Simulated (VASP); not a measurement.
Wanted: the native input for a VASP 6.6.1 run.

| Item | Value |
| --- | --- |
| Task | single point |
| Functional | PBE |
| Potentials or basis | VASP PAW PBE potentials, release 64 (Co, O) |
| Cutoff | 520 eV |
| k mesh | 18 × 18 × 18 |
| Occupations | gaussian, width 0.15 eV |
| Spin | collinear spin, ferromagnetic start |
| Starting moments | [2.62, 0.29] μB |
| Dipole correction | no |
| Further INCAR settings | ALGO = Fast; EDIFF = 1e-07; NBANDS = 18 |

The structure of CoO lies in POSCAR:

```
CoO
1.0
    1.5054695445      0.8691832468      2.4399269062
   -1.5054695445      0.8691832468      2.4399269062
    0.0000000000     -1.7383664936      2.4399269062
Co O
1 1
Direct
   -0.0996366885      0.0996366885      0.0000000000
    0.5000000000      0.5000000000      0.5000000000
```

This cell differs from its parent crystal: atom 1 (Co) moved by (-0.300, +0.000) A along x and y.

The input as run:

INCAR

```
  ALGO = Fast
  EDIFF = 1E-7
  ENCUT = 520
  GGA = PE
  ISIF = 2
  ISMEAR = 0
  ISPIN = 2
  LASPH = T
  LCHARG = T
  LELF = T
  LMAXMIX = 4
  LORBIT = 11
  LREAL = F
  LVHAR = T
  LWAVE = F
  MAGMOM = 2.62 0.29
  NBANDS = 18
  NELM = 150
  PREC = Accurate
  SIGMA = 0.15
```

KPOINTS

```
k-points
0
Gamma
  18 18 18
```

Potentials or basis: VASP PAW PBE potentials, release 64 (Co, O).

The run is started by

```console
$ cat potpaw_PBE.64/Co/POTCAR potpaw_PBE.64/O/POTCAR > POTCAR
$ mpirun -np 1 vasp_std > vasp.out
```

It gave:

* Pressure: 6.6 GPa
* Largest force: 0.821 eV/Å
* Net moment: 2.88 μB per cell
* Site moments: Co +2.50; O +0.32 μB
* Valence electrons inside the program's atomic spheres: Co 7.92; O 5.00

Caveat: the cell differs from its parent crystal (atom 1 (Co) moved by (-0.300, +0.000) A along x and y); the stress differs along the axes, from 4 to 10 GPa; a cell with one magnetic atom can't hold antiferromagnetic order, which such compounds often take.

It took 52 min on 1 thread of Oxide Virtual Turin-like Processor, on a shared host, peak memory 0.8 GiB.
